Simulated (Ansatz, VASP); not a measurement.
KBr: VASP beside Ansatz

```
K Br
1.0
     0.00000    3.24879    3.24879
     3.24879    0.00000    3.24879
     3.24879    3.24879    0.00000
K Br
1 1
Direct
  0.50000 0.50000 0.50000
  0.00000 0.00000 0.00000
```

Alike in both runs: task single point; functional PBE; k mesh 6 × 6 × 6; occupations gaussian, width 0.02 eV; no spin polarisation.

|  | VASP | Ansatz |
| --- | --- | --- |
| version | VASP 6.6.1 | Ansatz 0.2.0 |
| potentials or method | VASP PAW PBE potentials, release 64 (K_sv, Br), cutoff 520 eV | scalar-relativistic, plane waves, PAW |
| valence electrons in the cell | 16 | 16 |

Ansatz gave:

| Quantity | Value |
| --- | --- |
| gap on the k mesh at the Fermi level (eV) | 4.57 |
| least direct gap on the mesh (eV) | 4.57 |
| pressure (GPa) | 1.6 |

Q: Which values does VASP return?

A: gap on the k mesh at the Fermi level (eV): 4.56; least direct gap on the mesh (eV): 4.56; pressure (GPa): 1.6.
